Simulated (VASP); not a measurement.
# Re (P6_3/mmc) in VASP: further runs

The runs below take Re through single point, with PBEsol.

Program: VASP 6.6.1. These are calculated values, not measurements. Logs are shortened: lines on timing, memory, paths and dates and some standing lists are left out, and cuts for length are marked.

## 1. The cell of the first run

The structure is hexagonal, space group P6_3/mmc (No. 194). The conventional cell has a = 2.761 Å, b = 2.761 Å, c = 4.458 Å, α = 90.00°, β = 90.00°, γ = 120.00°. Re (site symmetry -6m2) has 12 Re at 2.74 to 2.76 Å within 3.6 Å.

## 2. Single point, PBEsol

INCAR reads:

```
SYSTEM = Re
PREC = Accurate
ENCUT = 520
EDIFF = 1E-6
ISMEAR = 0
SIGMA = 0.1
LREAL = .FALSE.
LASPH = .TRUE.
NELM = 80
ALGO = Normal
ISIF = 2
LWAVE = .FALSE.
LCHARG = .TRUE.
GGA = PS
LELF = .TRUE.
LVHAR = .TRUE.
NBANDS = 14
```

KPOINTS reads:

```
regular mesh
0
G
  9 9 4
  0 0 0
```

POSCAR reads:

```
Re
1.0
    2.7608000000      0.0000000000      0.0000000000
   -1.3804000000      2.3909229348      0.0000000000
    0.0000000000      0.0000000000      4.4582000000
Re
2
Direct
    0.3333333333      0.6666666667      0.2500000000
    0.6666666667      0.3333333333      0.7500000000
```

Potentials or basis: VASP PAW PBE potentials, release 64 (Re).

Run with:

```
$ cat potpaw_PBE.64/Re/POTCAR > POTCAR
$ mpirun -np 1 vasp_std > vasp.out
```

OUTCAR:

```text
SYSTEM = Re
   PREC = Accurate
   ENCUT = 520
   EDIFF = 1E-6
   ISMEAR = 0
   LREAL = .FALSE.
   LASPH = .TRUE.
   NELM = 80
   ISIF = 2
   GGA = PS

 ion  position               nearest neighbor table
   1  0.333  0.667  0.250-   2 2.74   2 2.74   2 2.74   2 2.74   2 2.74   2 2.74
   2  0.667  0.333  0.750-   1 2.74   1 2.74   1 2.74   1 2.74   1 2.74   1 2.74

  LATTYP: Found a hexagonal cell.
 ALAT       =     2.7608000000
 C/A-ratio  =     1.6148217908

  Lattice vectors:

 A1 = (   2.7608000000,   0.0000000000,   0.0000000000)
 A2 = (  -1.3804000000,   2.3909229348,   0.0000000000)
 A3 = (   0.0000000000,   0.0000000000,   4.4582000000)

Analysis of symmetry for initial positions (statically):
=====================================================================
 Subroutine PRICEL returns:
 Original cell was already a primitive cell.

 Routine SETGRP: Setting up the symmetry group for a
 hexagonal supercell.

 Subroutine GETGRP returns: Found 24 space group operations
 (whereof 12 operations were pure point group operations)
 out of a pool of 24 trial point group operations.

The static configuration has the point symmetry D_3d.
 The point group associated with its full space group is D_6h.

Analysis of symmetry for dynamics (positions and initial velocities):
=====================================================================
 Subroutine PRICEL returns:
 Original cell was already a primitive cell.

 Routine SETGRP: Setting up the symmetry group for a
 hexagonal supercell.

 Subroutine GETGRP returns: Found 24 space group operations
 (whereof 12 operations were pure point group operations)
 out of a pool of 24 trial point group operations.

The dynamic configuration has the point symmetry D_3d.
 The point group associated with its full space group is D_6h.

 Subroutine INISYM returns: Found 24 space group operations
 (whereof 12 operations are pure point group operations),
 and found     1 'primitive' translations

----------------------------------------------------------------------------------------

                                     Primitive cell

  volume of cell :      29.4280

  direct lattice vectors                    reciprocal lattice vectors
     2.760800000  0.000000000  0.000000000     0.362213851  0.209124264  0.000000000
    -1.380400000  2.390922935  0.000000000     0.000000000  0.418248529  0.000000000
     0.000000000  0.000000000  4.458200000     0.000000000  0.000000000  0.224305774

[... 88 lines left out ...]
   NFREE  =      0    steps in history (QN), initial steepest desc. (CG)
   ISIF   =      2    stress and relaxation
   ISYM   =      2    0-nonsym 1-usesym 2-fastsym
   POTIM  = 0.5000    time-step for ionic-motion
   TEBEG  =    0.0;   TEEND  =   0.0 temperature during run
   PSTRESS=    0.0 pullay stress
   NELECT =      14.0000    total number of electrons
   NUPDOWN=      -1.0000    fix difference up-down
   EMIN   =  10.00;   EMAX   =-10.00  energy-range for DOS
   EFERMI =   0.00;   METHOD = LEGACY
   ISMEAR =     0;   SIGMA  =   0.10  broadening in eV -4-tet -1-fermi 0-gaus
   EFERMI_NEDOS =   21; number of points for ismear=-14 and -15
   IALGO  =     38    algorithm
   IMIX   =      4    mixing-type and parameters
     AMIX     =   0.40;   BMIX     =  1.00
     AMIX_MAG =   1.60;   BMIX_MAG =  1.00
  volume/ion in A,a.u.               =      14.71        99.29
  Fermi-wavevector in a.u.,A,eV,Ry     =   1.278000  2.415070 22.222174  1.633284
  Thomas-Fermi vector in A             =   2.410568
   LORBIT       =      0    0 simple, 1 ext, 2 COOP (PROOUT), +10 PAW based schemes
   GGA     = PS    functional components
   LHFCALC =     F    Hartree Fock is set to
   AEXX    =    0.0000 exact exchange contribution
   IVDW    =     0    specifies the selected vdW correction
   LEPSILON=     F    determine dielectric tensor
   LRPA    =     F    only Hartree local field effects (RPA)
 non-spin polarized calculation
 Gauss-broadening in eV      SIGMA  =   0.10
  energy-cutoff  :      520.00
  volume of cell :       29.43
 maximum number of plane-waves:       808
 NGX is ok and might be reduce to    24
   NGX = 11   NGY = 11   NGZ = 17

 number of electron      14.0000000 magnetization

 Free energy of the ion-electron system (eV)
  ---------------------------------------------------
  ext. energy  EPLUGINS =         0.00000000
  ---------------------------------------------------
  free energy    TOTEN  =       -26.73296386 eV

  energy without entropy =      -26.72456113  energy(sigma->0) =      -26.72876250

 E-fermi :   7.7438     XC(G=0): -13.8179

 val. band max:        7.7216729752   @ k =   0.1111   0.1111   0.0000
 cond. band min:       7.7715751435   @ k =   0.1111  -0.0000   0.0000
 fundamental gap:      0.0499021683
 Fermi energy:         7.7437889324

 k-point     1 :       0.0000    0.0000    0.0000
  band No.  band energies     occupation
      1      -2.1817      2.00000
      2       1.0766      2.00000
      3       6.1356      2.00000
      4       6.1356      2.00000
      5       6.1397      2.00000
      6       6.9758      2.00000
      7       6.9758      2.00000
      8       7.9106      0.01830
      9       7.9106      0.01830
     10       8.3302      0.00000
     11      11.0953      0.00000
     12      11.0953      0.00000
     13      17.7195      0.00000
     14      21.8842      0.00000
[... 377 lines left out ...]
      1       2.9850      2.00000
      2       3.4109      2.00000
      3       3.4109      2.00000
      4       4.3574      2.00000
      5       5.5587      2.00000
      6       5.5587      2.00000
      7       7.5589      1.99106
      8       9.5464      0.00000
      9      11.0152      0.00000
     10      11.0152      0.00000
     11      15.1163      0.00000
     12      15.1163      0.00000
     13      17.9616      0.00000
     14      20.9045      0.00000

 [... further k-points ...]
[... 5 lines left out ...]
  --------------------------------------------------------------------------------------
  -------------------------------------------------------------------------------------
  Total       -0.7694843     -0.7694843     -0.8690675      0.0000000     -0.0000000      0.0000000
  in kB      -41.8938495    -41.8938495    -47.3155657      0.0000000     -0.0000000      0.0000000
  external PRESSURE =     -43.7010883 kB  Pullay stress =       0.0000000 kB

 VOLUME and BASIS-vectors are now :
 -----------------------------------------------------------------------------
  energy-cutoff  :      520.00
  volume of cell :       29.43
      direct lattice vectors                 reciprocal lattice vectors
     2.760800000  0.000000000  0.000000000     0.362213851  0.209124264  0.000000000
    -1.380400000  2.390922935  0.000000000     0.000000000  0.418248529  0.000000000
     0.000000000  0.000000000  4.458200000     0.000000000  0.000000000  0.224305774

 POSITION                                       TOTAL-FORCE (eV/Angst)
 -----------------------------------------------------------------------------------
     -0.00000      1.59395      1.11455         0.000000     -0.000000      0.000000
      1.38040      0.79697      3.34365        -0.000000      0.000000      0.000000
 -----------------------------------------------------------------------------------
    total drift:                               -0.000000      0.000000     -0.000000

  FREE ENERGIE OF THE ION-ELECTRON SYSTEM (eV)
  ---------------------------------------------------
  free  energy   TOTEN  =       -26.7329638630 eV

  energy  without entropy=      -26.7245611319  energy(sigma->0) =      -26.72876250
```

OSZICAR:

```text
N       E                     dE             d eps       ncg     rms          rms(c)
DAV:   1     0.197742773636E+02    0.19774E+02   -0.68731E+03  2016   0.126E+03
DAV:   2    -0.271295160411E+02   -0.46904E+02   -0.41487E+02  1610   0.290E+02
DAV:   3    -0.282327959829E+02   -0.11033E+01   -0.10694E+01  1666   0.468E+01
DAV:   4    -0.282426173840E+02   -0.98214E-02   -0.98167E-02  1492   0.283E+00
DAV:   5    -0.282427935009E+02   -0.17612E-03   -0.17611E-03  1600   0.703E-01    0.445E+01
DAV:   6    -0.271154207870E+02    0.11274E+01   -0.89566E-01  1784   0.256E+01    0.182E+01
DAV:   7    -0.267461136938E+02    0.36931E+00   -0.59402E-01  1776   0.204E+01    0.561E-01
DAV:   8    -0.267340910930E+02    0.12023E-01   -0.74706E-03  1566   0.752E-01    0.157E-01
DAV:   9    -0.267329629774E+02    0.11281E-02   -0.55113E-04  1890   0.245E-01    0.411E-02
DAV:  10    -0.267329629139E+02    0.63591E-07   -0.50460E-05  1602   0.758E-02    0.181E-02
DAV:  11    -0.267329638630E+02   -0.94917E-06   -0.34122E-07   998   0.149E-02
   1 F= -.26732964E+02 E0= -.26728762E+02  d E =-.840273E-02
```

Wall time 11 s (1 thread of Intel Xeon Platinum 8259CL at 2.50GHz (Skylake/Cascade Lake), shared host); peak memory 0.16 GiB.

Results:

| Item | Value |
| --- | --- |
| Free energy | -26.7330 eV |
| Pressure | -4.4 GPa |
| Band gap on the k mesh | zero (band 7 reaches 8.85 eV, above the bottom of band 8 at 6.01 eV) |

Stress tensor (GPa, compression positive):
```
-4.19  0.00  0.00
 0.00 -4.19  0.00
 0.00  0.00 -4.73
```

Levels at points of the mesh, in eV from the Fermi level:
| k point | band 3 | band 4 | band 5 | band 6 | band 7 | band 8 | band 9 | band 10 | band 11 | band 12 |
| --- | --- | --- | --- | --- | --- | --- | --- | --- | --- | --- |
| (0.00, 0.00, 0.00) | -1.61 | -1.61 | -1.60 | -0.77 | -0.77 | 0.17 | 0.17 | 0.59 | 3.35 | 3.35 |
| (0.00, 0.00, 0.50) | -2.41 | -2.41 | -1.74 | -1.74 | -1.74 | -1.74 | 2.53 | 2.53 | 2.53 | 2.53 |

Caveat: the PAW data sets were made with another functional, which shifts forces and pressure a little; spin-orbit coupling is left out, which moves the levels of the heavy elements.

## 3. Single point, PBEsol

This run uses another cell than the first one, of 14.55 Å³/atom, 0.989 times its volume.

INCAR reads:

```
PREC = Accurate
ENCUT = 520
EDIFF = 1E-6
ISMEAR = 0
SIGMA = 0.1
LREAL = F
LASPH = T
NELM = 100
ALGO = Fast
ISIF = 2
LWAVE = F
LCHARG = F
GGA = PS
NBANDS = 14
```

KPOINTS reads:

```
regular mesh
0
Gamma
  18 18 10
```

POSCAR reads:

```
Re
1.0
    2.7503660253      0.0000000000      0.0000000000
   -1.3751830126      2.3818868476      0.0000000000
    0.0000000000      0.0000000000      4.4432016763
Re
2
Direct
    0.3333333333      0.6666666667      0.2500000000
    0.6666666667      0.3333333333      0.7500000000
```

Potentials or basis: VASP PAW PBE potentials, release 64 (Re).

Run with:

```
$ cat potpaw_PBE.64/Re/POTCAR > POTCAR
$ mpirun -np 1 vasp_std > vasp.out
```

OUTCAR:

```text
PREC = Accurate
   ENCUT = 520
   EDIFF = 1E-6
   ISMEAR = 0
   LREAL = F
   LASPH = T
   NELM = 100
   ISIF = 2
   GGA = PS

 ion  position               nearest neighbor table
   1  0.333  0.667  0.250-   2 2.73   2 2.73   2 2.73   2 2.73   2 2.73   2 2.73
   2  0.667  0.333  0.750-   1 2.73   1 2.73   1 2.73   1 2.73   1 2.73   1 2.73

  LATTYP: Found a hexagonal cell.
 ALAT       =     2.7503660253
 C/A-ratio  =     1.6154946780

  Lattice vectors:

 A1 = (   2.7503660253,   0.0000000000,   0.0000000000)
 A2 = (  -1.3751830126,   2.3818868476,   0.0000000000)
 A3 = (   0.0000000000,   0.0000000000,   4.4432016763)

Analysis of symmetry for initial positions (statically):
=====================================================================
 Subroutine PRICEL returns:
 Original cell was already a primitive cell.

 Routine SETGRP: Setting up the symmetry group for a
 hexagonal supercell.

 Subroutine GETGRP returns: Found 24 space group operations
 (whereof 12 operations were pure point group operations)
 out of a pool of 24 trial point group operations.

The static configuration has the point symmetry D_3d.
 The point group associated with its full space group is D_6h.

Analysis of symmetry for dynamics (positions and initial velocities):
=====================================================================
 Subroutine PRICEL returns:
 Original cell was already a primitive cell.

 Routine SETGRP: Setting up the symmetry group for a
 hexagonal supercell.

 Subroutine GETGRP returns: Found 24 space group operations
 (whereof 12 operations were pure point group operations)
 out of a pool of 24 trial point group operations.

The dynamic configuration has the point symmetry D_3d.
 The point group associated with its full space group is D_6h.

 Subroutine INISYM returns: Found 24 space group operations
 (whereof 12 operations are pure point group operations),
 and found     1 'primitive' translations
[... 117 lines left out ...]
  Fermi-wavevector in a.u.,A,eV,Ry     =   1.282670  2.423895 22.384883  1.645243
  Thomas-Fermi vector in A             =   2.414968
   LORBIT       =      0    0 simple, 1 ext, 2 COOP (PROOUT), +10 PAW based schemes
   GGA     = PS    functional components
   LHFCALC =     F    Hartree Fock is set to
   AEXX    =    0.0000 exact exchange contribution
   IVDW    =     0    specifies the selected vdW correction
   LEPSILON=     F    determine dielectric tensor
   LRPA    =     F    only Hartree local field effects (RPA)
 non-spin polarized calculation
 RMM-DIIS sequential band-by-band and
 Gauss-broadening in eV      SIGMA  =   0.10
  energy-cutoff  :      520.00
  volume of cell :       29.11
 maximum number of plane-waves:       798
   NGX = 11   NGY = 11   NGZ = 17

 number of electron      14.0000001 magnetization

 Free energy of the ion-electron system (eV)
  ---------------------------------------------------
  ext. energy  EPLUGINS =         0.00000000
  ---------------------------------------------------
  free energy    TOTEN  =       -26.74053537 eV

  energy without entropy =      -26.73240040  energy(sigma->0) =      -26.73646788

 E-fermi :   7.8360     XC(G=0): -13.8795

 val. band max:        7.8351582862   @ k =   0.3889   0.0000   0.5000
 cond. band min:       7.8420084161   @ k =   0.2778  -0.0000   0.5000
 fundamental gap:      0.0068501299
 Fermi energy:         7.8360455356

 k-point     1 :       0.0000    0.0000    0.0000
  band No.  band energies     occupation
      1      -2.1206      2.00000
      2       1.1299      2.00000
      3       6.2363      2.00000
      4       6.2388      2.00000
      5       6.2388      2.00000
      6       7.0922      2.00000
      7       7.0922      2.00000
      8       8.0429      0.00343
      9       8.0429      0.00343
     10       8.4849      0.00000
     11      11.2738      0.00000
     12      11.2738      0.00000
     13      17.9926      0.00000
     14      22.0422      0.00000
[... 377 lines left out ...]
      1       2.1891      2.00000
      2       2.3184      2.00000
      3       2.6322      2.00000
      4       5.5409      2.00000
      5       5.7256      2.00000
      6       6.4520      2.00000
      7       7.2144      2.00000
      8      11.1117      0.00000
      9      11.7240      0.00000
     10      12.0166      0.00000
     11      13.5932      0.00000
     12      16.3873      0.00000
     13      18.1415      0.00000
     14      19.2008      0.00000

 [... further k-points ...]
[... 5 lines left out ...]
  --------------------------------------------------------------------------------------
  -------------------------------------------------------------------------------------
  Total        0.0196660      0.0196660     -0.0002477      0.0000000     -0.0000000     -0.0000000
  in kB        1.0824760      1.0824760     -0.0136359      0.0000000     -0.0000000     -0.0000000
  external PRESSURE =       0.7171054 kB  Pullay stress =       0.0000000 kB

 VOLUME and BASIS-vectors are now :
 -----------------------------------------------------------------------------
  energy-cutoff  :      520.00
  volume of cell :       29.11
      direct lattice vectors                 reciprocal lattice vectors
     2.750366025  0.000000000  0.000000000     0.363587970  0.209917612  0.000000000
    -1.375183013  2.381886848  0.000000000     0.000000000  0.419835225  0.000000000
     0.000000000  0.000000000  4.443201676     0.000000000  0.000000000  0.225062933

 POSITION                                       TOTAL-FORCE (eV/Angst)
 -----------------------------------------------------------------------------------
     -0.00000      1.58792      1.11080         0.000000      0.000000      0.000000
      1.37518      0.79396      3.33240        -0.000000     -0.000000      0.000000
 -----------------------------------------------------------------------------------
    total drift:                               -0.000000      0.000000     -0.000000

  FREE ENERGIE OF THE ION-ELECTRON SYSTEM (eV)
  ---------------------------------------------------
  free  energy   TOTEN  =       -26.7405353672 eV

  energy  without entropy=      -26.7324003997  energy(sigma->0) =      -26.73646788
```

OSZICAR:

```text
N       E                     dE             d eps       ncg     rms          rms(c)
DAV:   1     0.188853360106E+02    0.18885E+02   -0.68627E+03 12416   0.125E+03
DAV:   2    -0.272282255579E+02   -0.46114E+02   -0.40773E+02 10158   0.285E+02
DAV:   3    -0.282391716015E+02   -0.10109E+01   -0.98341E+00  9492   0.426E+01
DAV:   4    -0.282492291844E+02   -0.10058E-01   -0.10046E-01  9796   0.296E+00
DAV:   5    -0.282494247206E+02   -0.19554E-03   -0.19551E-03  9522   0.730E-01    0.454E+01
RMM:   6    -0.270598379266E+02    0.11896E+01   -0.20251E-01  6638   0.211E+01    0.177E+01
RMM:   7    -0.267483181629E+02    0.31152E+00   -0.26338E+00  9354   0.222E+01    0.123E+00
RMM:   8    -0.267444419685E+02    0.38762E-02   -0.80893E-02  9023   0.427E+00    0.980E-01
RMM:   9    -0.267416257365E+02    0.28162E-02   -0.16797E-02  9725   0.930E-01    0.179E-01
RMM:  10    -0.267404421338E+02    0.11836E-02   -0.75451E-04  7314   0.126E+00    0.115E-01
RMM:  11    -0.267405335996E+02   -0.91466E-04   -0.21584E-03  9654   0.417E-01    0.134E-02
RMM:  12    -0.267405347359E+02   -0.11362E-05   -0.12446E-04  9394   0.729E-02    0.365E-03
RMM:  13    -0.267405353672E+02   -0.63130E-06   -0.70123E-06  7821   0.333E-02
   1 F= -.26740535E+02 E0= -.26736468E+02  d E =-.813497E-02
```

It took 72 s on 1 thread of Intel Xeon Platinum 8259CL at 2.50GHz (Skylake/Cascade Lake), shared host; peak memory 0.19 GiB.

Results:

```
Free energy            : -26.7405 eV
Pressure               : 0.1 GPa
Band gap on the k mesh : zero (band 7 reaches 9.34 eV, above the bottom of band 8 at 6.11 eV)
```

Stress tensor (GPa, compression positive):
```
0.11 0.00 0.00
0.00 0.11 0.00
0.00 0.00 0.00
```

Levels at points of the mesh, in eV from the Fermi level:
```tsv
k point	band 5	band 6	band 7	band 8	band 9	band 10
(0.00, 0.00, 0.00)	-1.60	-0.74	-0.74	0.21	0.21	0.65
(0.50, 0.00, 0.00)	-1.73	-1.38	-0.60	4.06	4.47	4.61
(0.00, 0.00, 0.50)	-1.73	-1.73	-1.73	-1.73	2.61	2.61
(0.50, 0.00, 0.50)	0.41	0.41	0.96	0.96	4.38	4.38
```

Caveat: the PAW data sets were made with another functional, which shifts forces and pressure a little; spin-orbit coupling is left out, which moves the levels of the heavy elements.
